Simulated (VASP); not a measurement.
# Be3Se (Pm-3m) in VASP: notebook

The runs below take Be3Se through single point, relaxation of cell and atoms, with PBE.

Everything below comes from runs of VASP 6.6.1. Logs are shortened: lines on timing, memory, paths and dates and some standing lists are left out, and cuts for length are marked.

**1. The cell of the first run**

It takes space group Pm-3m (No. 221, cubic). Conventional cell: a = 3.628 Å, b = 3.628 Å, c = 3.628 Å, α = 90.00°, β = 90.00°, γ = 90.00°. Be (site symmetry 4/mmm) has 8 Be at 2.57 Å and 4 Se at 2.57 Å within 3.4 Å. Within 3.4 Å of Se (site symmetry m-3m) lie 12 Be at 2.57 Å.

**2. Single point, PBE**

INCAR reads:

```
PREC     = Accurate       # precision mode
ENCUT    = 520            # plane-wave cutoff, eV
EDIFF    = 1E-6           # SCF threshold, eV
ISMEAR   = 0              # smearing method
SIGMA    = 0.1            # smearing width, eV
LREAL    = F              # projectors in reciprocal space
LASPH    = T              # aspherical terms in the spheres
NELM     = 100            # most SCF steps
ALGO     = Normal         # electronic algorithm
ISIF     = 2              # what is computed and relaxed
LWAVE    = F              # write WAVECAR
LCHARG   = F              # write CHGCAR
GGA      = PE             # functional
NBANDS   = 14             # bands
```

KPOINTS reads:

```
regular mesh
0
Gamma
  6 6 6
```

POSCAR reads:

```
Be3Se
1.0
    3.6283388735      0.0000000000      0.0000000000
    0.0000000000      3.6283388735      0.0000000000
    0.0000000000      0.0000000000      3.6283388735
Be Se
3 1
Direct
    0.0000000000      0.5000000000      0.5000000000
    0.5000000000      0.0000000000      0.5000000000
    0.5000000000      0.5000000000      0.0000000000
    0.0000000000      0.0000000000      0.0000000000
```

Potentials or basis: VASP PAW PBE potentials, release 64 (Be, Se).

Launch:

```console
$ cat potpaw_PBE.64/Be/POTCAR potpaw_PBE.64/Se/POTCAR > POTCAR
$ mpirun -np 1 vasp_std > vasp.out
```

OUTCAR:

```text
PREC = Accurate
   ENCUT = 520
   EDIFF = 1E-6
   ISMEAR = 0
   LREAL = F
   LASPH = T
   NELM = 100
   ISIF = 2
   GGA = PE

 ion  position               nearest neighbor table
   1  0.000  0.500  0.500-   4 2.57   4 2.57   4 2.57   4 2.57
   2  0.500  0.000  0.500-   4 2.57   4 2.57   4 2.57   4 2.57
   3  0.500  0.500  0.000-   4 2.57   4 2.57   4 2.57   4 2.57
   4  0.000  0.000  0.000-   1 2.57   2 2.57   3 2.57   1 2.57   2 2.57   1 2.57   3 2.57   1 2.57
                             2 2.57   3 2.57   2 2.57   3 2.57

  LATTYP: Found a simple cubic cell.
 ALAT       =     3.6283388735

  Lattice vectors:

 A1 = (   3.6283388735,   0.0000000000,   0.0000000000)
 A2 = (   0.0000000000,   3.6283388735,   0.0000000000)
 A3 = (   0.0000000000,   0.0000000000,   3.6283388735)

Analysis of symmetry for initial positions (statically):
=====================================================================
 Subroutine PRICEL returns:
 Original cell was already a primitive cell.

 Routine SETGRP: Setting up the symmetry group for a
 simple cubic supercell.

 Subroutine GETGRP returns: Found 48 space group operations
 (whereof 48 operations were pure point group operations)
 out of a pool of 48 trial point group operations.

The static configuration has the point symmetry O_h .

Analysis of symmetry for dynamics (positions and initial velocities):
=====================================================================
 Subroutine PRICEL returns:
 Original cell was already a primitive cell.

 Routine SETGRP: Setting up the symmetry group for a
 simple cubic supercell.

 Subroutine GETGRP returns: Found 48 space group operations
 (whereof 48 operations were pure point group operations)
 out of a pool of 48 trial point group operations.

The dynamic configuration has the point symmetry O_h .

 Subroutine INISYM returns: Found 48 space group operations
 (whereof 48 operations are pure point group operations),
 and found     1 'primitive' translations

----------------------------------------------------------------------------------------

                                     Primitive cell

  volume of cell :      47.7665

  direct lattice vectors                    reciprocal lattice vectors
     3.628338874  0.000000000  0.000000000     0.275608215  0.000000000  0.000000000
     0.000000000  3.628338874  0.000000000     0.000000000  0.275608215  0.000000000
     0.000000000  0.000000000  3.628338874     0.000000000  0.000000000  0.275608215

  length of vectors
     3.628338874  3.628338874  3.628338874     0.275608215  0.275608215  0.275608215

  position of ions in fractional coordinates (direct lattice)
     0.000000000  0.500000000  0.500000000
     0.500000000  0.000000000  0.500000000
     0.500000000  0.500000000  0.000000000
     0.000000000  0.000000000  0.000000000

  ion indices of the primitive-cell ions
   primitive index   ion index
                 1           1
                 2           2
                 3           3
                 4           4

----------------------------------------------------------------------------------------

 KPOINTS: regular mesh

Automatic generation of k-mesh.
 Grid dimensions read from file:
 generate k-points for:    6    6    6

 Generating k-lattice:

  Cartesian coordinates                     Fractional coordinates (reciprocal lattice)
     0.045934702  0.000000000  0.000000000     0.166666667  0.000000000  0.000000000
     0.000000000  0.045934702  0.000000000     0.000000000  0.166666667  0.000000000
     0.000000000  0.000000000  0.045934702     0.000000000  0.000000000  0.166666667

  Length of vectors
     0.045934702  0.045934702  0.045934702

  Shift w.r.t. Gamma in fractional coordinates (k-lattice)
     0.000000000  0.000000000  0.000000000

 Subroutine IBZKPT returns following result:
 ===========================================

 Found     20 irreducible k-points:

 Following reciprocal coordinates:
            Coordinates               Weight
  0.000000  0.000000  0.000000      1.000000
  0.166667  0.000000  0.000000      6.000000
  0.333333  0.000000  0.000000      6.000000
  0.500000  0.000000  0.000000      3.000000
  0.166667  0.166667  0.000000     12.000000
  0.333333  0.166667  0.000000     24.000000
[... 12 lines left out ...]
  0.500000  0.500000  0.333333      6.000000
  0.500000  0.500000  0.500000      1.000000
   k-points           NKPTS =     20   k-points in BZ     NKDIM =     20   number of bands    NBANDS=     14
   number of dos      NEDOS =    301   number of ions     NIONS =      4
   total plane-waves  NPLWV =  21952
   dimension x,y,z NGX =    28 NGY =   28 NGZ =   28
   dimension x,y,z NGXF=    56 NGYF=   56 NGZF=   56
   ions per type =               3   1
   NGX,Y,Z   is equivalent  to a cutoff of  12.83, 12.83, 12.83 a.u.
   NGXF,Y,Z  is equivalent  to a cutoff of  25.66, 25.66, 25.66 a.u.
 SYSTEM =  unknown system
   PREC   = accura    normal or accurate (medium, high low for compatibility)
   ISTART =      0    job   : 0-new  1-cont  2-samecut
   ICHARG =      2    charge: 1-file 2-atom 10-const
   ISPIN  =      1    spin polarized calculation?
   LNONCOLLINEAR =      F non collinear calculations
   LSORBIT =      F    spin-orbit coupling
   LASPH  =      T    aspherical Exc in radial PAW
   ENCUT  =  520.0 eV  38.22 Ry    6.18 a.u.   6.75  6.75  6.75*2*pi/ulx,y,z
   NELM   =    100;   NELMIN=  2; NELMDL= -5     # of ELM steps
   EDIFF  = 0.1E-05   stopping-criterion for ELM
   LREAL  =      F    real-space projection
   EDIFFG = 0.1E-04   stopping-criterion for IOM
   NSW    =      0    number of steps for IOM
   IBRION =     -1    ionic relax: 0-MD 1-quasi-New 2-CG
   NFREE  =      0    steps in history (QN), initial steepest desc. (CG)
   ISIF   =      2    stress and relaxation
   ISYM   =      2    0-nonsym 1-usesym 2-fastsym
   POTIM  = 0.5000    time-step for ionic-motion
   TEBEG  =    0.0;   TEEND  =   0.0 temperature during run
   PSTRESS=    0.0 pullay stress
   NELECT =      12.0000    total number of electrons
   NUPDOWN=      -1.0000    fix difference up-down
   EMIN   =  10.00;   EMAX   =-10.00  energy-range for DOS
   EFERMI =   0.00;   METHOD = LEGACY
   ISMEAR =     0;   SIGMA  =   0.10  broadening in eV -4-tet -1-fermi 0-gaus
   EFERMI_NEDOS =   21; number of points for ismear=-14 and -15
   IALGO  =     38    algorithm
   IMIX   =      4    mixing-type and parameters
     AMIX     =   0.40;   BMIX     =  1.00
     AMIX_MAG =   1.60;   BMIX_MAG =  1.00
  volume/ion in A,a.u.               =      11.94        80.59
  Fermi-wavevector in a.u.,A,eV,Ry     =   1.032985  1.952059 14.518209  1.067058
  Thomas-Fermi vector in A             =   2.167210
   LORBIT       =      0    0 simple, 1 ext, 2 COOP (PROOUT), +10 PAW based schemes
   GGA     = PE    functional components
   LHFCALC =     F    Hartree Fock is set to
   AEXX    =    0.0000 exact exchange contribution
   IVDW    =     0    specifies the selected vdW correction
   LEPSILON=     F    determine dielectric tensor
   LRPA    =     F    only Hartree local field effects (RPA)
 non-spin polarized calculation
 Gauss-broadening in eV      SIGMA  =   0.10
  energy-cutoff  :      520.00
  volume of cell :       47.77
 maximum number of plane-waves:      1328
 NGX is ok and might be reduce to    28
   NGX = 13   NGY = 13   NGZ = 13

 number of electron      12.0000002 magnetization

 Free energy of the ion-electron system (eV)
  ---------------------------------------------------
  ext. energy  EPLUGINS =         0.00000000
  ---------------------------------------------------
  free energy    TOTEN  =       -12.14601328 eV

  energy without entropy =      -12.13421129  energy(sigma->0) =      -12.14011228

 E-fermi :   6.8968     XC(G=0): -10.3664

 val. band max:        6.8762515350   @ k =   0.1667   0.1667   0.1667
 cond. band min:       6.9457915632   @ k =   0.5000   0.1667   0.0000
 fundamental gap:      0.0695400282
 Fermi energy:         6.8967822046

 k-point     1 :       0.0000    0.0000    0.0000
  band No.  band energies     occupation
      1      -9.4578      2.00000
      2       1.5502      2.00000
      3       1.5502      2.00000
      4       1.5502      2.00000
      5       2.5564      2.00000
      6       7.4468      0.00000
      7       7.4468      0.00000
      8      10.5816      0.00000
      9      10.5816      0.00000
     10      10.5816      0.00000
     11      12.7396      0.00000
     12      12.7396      0.00000
     13      12.7396      0.00000
     14      16.0963      0.00000

 k-point     2 :       0.1667    0.0000    0.0000
  band No.  band energies     occupation
      1      -9.3089      2.00000
      2      -0.1301      2.00000
      3       1.7911      2.00000
      4       1.7911      2.00000
      5       3.6584      2.00000
      6       7.4815      0.00000
      7       8.8528      0.00000
      8       9.5842      0.00000
      9       9.5842      0.00000
     10       9.6528      0.00000
     11      12.2767      0.00000
     12      12.2767      0.00000
     13      12.4494      0.00000
     14      16.3615      0.00000

 k-point     3 :       0.3333    0.0000    0.0000
  band No.  band energies     occupation
      1      -8.9657      2.00000
      2      -1.8692      2.00000
      3       2.4141      2.00000
      4       2.4141      2.00000
      5       4.6861      2.00000
      6       7.5569      0.00000
      7       7.6271      0.00000
      8       7.6271      0.00000
      9       7.8531      0.00000
     10      11.9388      0.00000
     11      12.2850      0.00000
     12      12.7787      0.00000
     13      12.7787      0.00000
     14      16.4798      0.00000
[... 256 lines left out ...]
 k-point    19 :       0.5000    0.5000    0.3333
  band No.  band energies     occupation
      1      -7.5670      2.00000
      2      -0.7674      2.00000
      3      -0.7674      2.00000
      4       0.2136      2.00000
      5       2.2345      2.00000
      6       5.5091      2.00000
      7       5.5091      2.00000
      8       5.9473      2.00000
      9      12.7861      0.00000
     10      14.3540      0.00000
     11      14.3540      0.00000
     12      16.8149      0.00000
     13      16.8149      0.00000
     14      17.1412      0.00000

 k-point    20 :       0.5000    0.5000    0.5000
  band No.  band energies     occupation
      1      -7.3540      2.00000
      2      -0.5554      2.00000
      3      -0.5554      2.00000
      4      -0.5554      2.00000
      5       2.8583      2.00000
      6       4.8204      2.00000
      7       4.8204      2.00000
      8       4.8204      2.00000
      9      14.7272      0.00000
     10      14.7272      0.00000
     11      14.7272      0.00000
     12      17.6658      0.00000
     13      17.6658      0.00000
     14      17.6658      0.00000

------------------------ aborting loop because EDIFF is reached ----------------------------------------

  FORCE on cell =-STRESS in cart. coord.  units (eV):
  Direction    XX          YY          ZZ          XY          YZ          ZX
  --------------------------------------------------------------------------------------
  -------------------------------------------------------------------------------------
  Total       -0.1638843     -0.1638843     -0.1638843      0.0000000      0.0000000      0.0000000
  in kB       -5.4969843     -5.4969843     -5.4969843      0.0000000      0.0000000      0.0000000
  external PRESSURE =      -5.4969843 kB  Pullay stress =       0.0000000 kB

 VOLUME and BASIS-vectors are now :
 -----------------------------------------------------------------------------
  energy-cutoff  :      520.00
  volume of cell :       47.77
      direct lattice vectors                 reciprocal lattice vectors
     3.628338874  0.000000000  0.000000000     0.275608215  0.000000000  0.000000000
     0.000000000  3.628338874  0.000000000     0.000000000  0.275608215  0.000000000
     0.000000000  0.000000000  3.628338874     0.000000000  0.000000000  0.275608215

 POSITION                                       TOTAL-FORCE (eV/Angst)
 -----------------------------------------------------------------------------------
      0.00000      1.81417      1.81417         0.000000      0.000000      0.000000
      1.81417      0.00000      1.81417         0.000000      0.000000      0.000000
      1.81417      1.81417      0.00000         0.000000      0.000000      0.000000
      0.00000      0.00000      0.00000         0.000000      0.000000      0.000000
 -----------------------------------------------------------------------------------
    total drift:                               -0.000000     -0.000000     -0.000000

  FREE ENERGIE OF THE ION-ELECTRON SYSTEM (eV)
  ---------------------------------------------------
  free  energy   TOTEN  =       -12.1460132805 eV

  energy  without entropy=      -12.1342112866  energy(sigma->0) =      -12.14011228
```

It took 5.9 s on 1 thread of Intel Xeon 6975P-C (Granite Rapids), shared host; peak memory 0.15 GiB.

Results:

```yaml
Free_energy: -12.1460 eV
Pressure: -0.5 GPa
Band_gap_on_the_k_mesh: zero (bands 6 and 7 overlap by 2.74 eV)
```

**3. Single point, PBE**

This run uses another cell than the first one, of 11.99 Å³/atom.

INCAR reads:

```
ALGO = Normal
EDIFF = 1E-6
ENCUT = 520
GGA = PE
ISIF = 2
ISMEAR = 0
LASPH = True
LCHARG = True
LELF = True
LREAL = False
LVHAR = True
LWAVE = False
NBANDS = 14
NELM = 100
PREC = Accurate
SIGMA = 0.1
```

KPOINTS reads:

```
k-points
0
Gamma
  12 12 12
```

POSCAR reads:

```
Be3Se
1.0
    3.6331539060      0.0000000000      0.0000000000
    0.0000000000      3.6331539060      0.0000000000
    0.0000000000      0.0000000000      3.6331539060
Be Se
3 1
Direct
    0.0000000000      0.5000000000      0.5000000000
    0.5000000000      0.0000000000      0.5000000000
    0.5000000000      0.5000000000      0.0000000000
    0.0000000000      0.0000000000      0.0000000000
```

Potentials or basis: VASP PAW PBE potentials, release 64 (Be, Se).

Launch:

```console
$ cat potpaw_PBE.64/Be/POTCAR potpaw_PBE.64/Se/POTCAR > POTCAR
$ mpirun -np 1 vasp_std > vasp.out
```

Run time: 18 s. Hardware: 1 thread of Intel Xeon 6975P-C (Granite Rapids), shared host; peak memory 0.18 GiB.

It converged, with:

* Free energy: -12.0980 eV
* Pressure: 0.1 GPa
* Band gap on the k mesh: zero (bands 6 and 7 overlap by 3.22 eV)

Levels at points of the mesh, in eV from the Fermi level:
| k point | band 3 | band 4 | band 5 | band 6 | band 7 | band 8 | band 9 | band 10 |
| --- | --- | --- | --- | --- | --- | --- | --- | --- |
| (0.00, 0.00, 0.00) | -5.34 | -5.34 | -4.36 | 0.53 | 0.53 | 3.66 | 3.66 | 3.66 |
| (0.50, 0.00, 0.00) | -4.03 | -4.03 | -1.44 | -0.25 | -0.25 | -0.18 | 0.69 | 4.77 |
| (0.50, 0.50, 0.00) | -8.15 | -5.58 | -2.94 | 0.05 | 1.91 | 1.91 | 3.01 | 4.07 |
| (0.50, 0.50, 0.50) | -7.44 | -7.44 | -4.04 | -2.09 | -2.09 | -2.09 | 7.78 | 7.78 |

**4. Relaxation of cell and atoms, PBE**

INCAR reads:

```
ALGO     = Normal         # electronic algorithm
EDIFF    = 1E-6           # SCF threshold, eV
EDIFFG   = -0.01          # ionic threshold
ENCUT    = 600            # plane-wave cutoff, eV
GGA      = PE             # functional
IBRION   = 2              # ionic algorithm
ISIF     = 3              # what is computed and relaxed
ISMEAR   = 0              # smearing method
LASPH    = T              # aspherical terms in the spheres
LCHARG   = F              # write CHGCAR
LREAL    = F              # projectors in reciprocal space
LWAVE    = F              # write WAVECAR
NELM     = 100            # most SCF steps
NSW      = 100            # ionic steps
PREC     = Accurate       # precision mode
SIGMA    = 0.1            # smearing width, eV
```

KPOINTS is that of step 3.

POSCAR reads:

```
Be3Se
1.0
    3.6283388735      0.0000000000      0.0000000000
    0.0000000000      3.6283388735      0.0000000000
    0.0000000000      0.0000000000      3.6283388735
Be Se
3 1
Direct
    0.0000000000      0.5000000000      0.5000000000
    0.5000000000      0.0000000000      0.5000000000
    0.5000000000      0.5000000000      0.0000000000
    0.0000000000      0.0000000000      0.0000000000
```

Launch:

```console
$ cat potpaw_PBE.64/Be/POTCAR potpaw_PBE.64/Se/POTCAR > POTCAR
$ mpirun -np 1 vasp_std > vasp.out
```

Run time: 29 s. Hardware: 1 thread of Intel Xeon 6975P-C (Granite Rapids), shared host; peak memory 0.2 GiB.

Results (log left out):

```yaml
Free_energy: -12.0982 eV
Relaxed_volume: 11.99 Å³/atom
Relaxed_cell: a = 3.633 Å, b = 3.633 Å, c = 3.633 Å, α = 90.00°, β = 90.00°, γ = 90.00°
Space_group_after_relaxing_to_0.1_Å: Pm-3m (No. 221)
Energy_gained_by_relaxing: 0.1 meV/atom
Ionic_steps: 2
Pressure_after_relaxing: 0.1 GPa
Band_gap_on_the_k_mesh: zero (bands 6 and 7 overlap by 3.22 eV)
```

Step by step:
```tsv
step	energy change (eV)	largest force (eV/Å)	pressure (GPa)	volume (Å³)
1	0.0000	0.0000	0.38	47.77
2	-0.0003	0.0000	0.06	47.96
```

Final structure:
```
CELL_PARAMETERS angstrom
3.63333 0.00000 0.00000
0.00000 3.63333 0.00000
0.00000 0.00000 3.63333
ATOMIC_POSITIONS crystal
Be 0.00000 0.50000 0.50000
Be 0.50000 0.00000 0.50000
Be 0.50000 0.50000 0.00000
Se 0.00000 0.00000 0.00000
```

Levels at points of the mesh, in eV from the Fermi level:
```tsv
k point	band 4	band 5	band 6	band 7	band 8	band 9
(0.00, 0.00, 0.00)	-5.34	-4.36	0.53	0.53	3.66	3.66
(0.50, 0.00, 0.00)	-4.03	-1.44	-0.25	-0.25	-0.18	0.69
(0.50, 0.50, 0.00)	-5.58	-2.94	0.05	1.91	1.91	3.01
(0.50, 0.50, 0.50)	-7.44	-4.03	-2.09	-2.09	-2.09	7.78
```

**5. Overview**

| task | cell | k mesh | cutoff (eV) | gap on the mesh (eV) | pressure (GPa) |
| --- | --- | --- | --- | --- | --- |
| single point | a = 3.628 Å, 4 atoms | 6 × 6 × 6 | 520 | none | -0.5 |
| single point | a = 3.633 Å, 4 atoms | 12 × 12 × 12 | 520 | none | 0.1 |
| relaxation of cell and atoms | relaxed from a = 3.628 Å, 4 atoms | 12 × 12 × 12 | 600 | none | 0.1 |

Alike in all rows: level PBE; potentials or basis VASP PAW PBE potentials, release 64 (Be, Se); no spin polarisation; smearing gaussian 0.1 eV.

Absolute energies hang on the potentials; compare differences alone.

The gap in the log of VASP goes by the Fermi energy; the results here count the filled bands.